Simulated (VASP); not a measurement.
A run of VASP 6.6.1:

Contents of POSCAR:

```
MgO
1.0
    0.0000000000      2.1351500000      2.1351500000
    2.1351500000      0.0000000000      2.1351500000
    2.1351500000      2.1351500000      0.0000000000
Mg O
1 1
Direct
    0.0000000000      0.0000000000      0.0000000000
    0.5000000000      0.5000000000      0.5000000000
```

File INCAR.step1:

```
ALGO = Normal
EDIFF = 1E-4
ENCUT = 520
GGA = PE
ISMEAR = 0
LASPH = True
LCHARG = False
LREAL = False
LWAVE = True
NBANDS = 11
NELM = 100
PREC = Accurate
SIGMA = 0.05
```

File INCAR.step2:

```
ALGO = Normal
EDIFF = 1E-7
ENCUT = 520
ISIF = 2
ISMEAR = 0
ISTART = 1
LASPH = True
LCHARG = False
LMIXTAU = True
LREAL = False
LWAVE = False
METAGGA = R2SCAN
NBANDS = 11
NELM = 100
PREC = Accurate
SIGMA = 0.05
```

File KPOINTS:

```
k-points
0
Gamma
  10 10 10
```

Potentials or basis: VASP PAW PBE potentials, release 64 (Mg, O).

The run is started by

```bash
$ cat potpaw_PBE.64/Mg/POTCAR potpaw_PBE.64/O/POTCAR > POTCAR
$ cp INCAR.step1 INCAR
$ mpirun -np 1 vasp_std > vasp.out
$ cp INCAR.step2 INCAR
$ mpirun -np 1 vasp_std > vasp.out
```

Hardware: 1 thread of Intel(R) Xeon(R) Platinum 8559C (Emerald Rapids) (shared host).

**Question.** How long does it take, and how much memory?

**Answer.** Run time: 29 s on 1 thread of Intel(R) Xeon(R) Platinum 8559C (Emerald Rapids), with other jobs on the host, peak memory 0.14 GiB. Counts: k points 47.
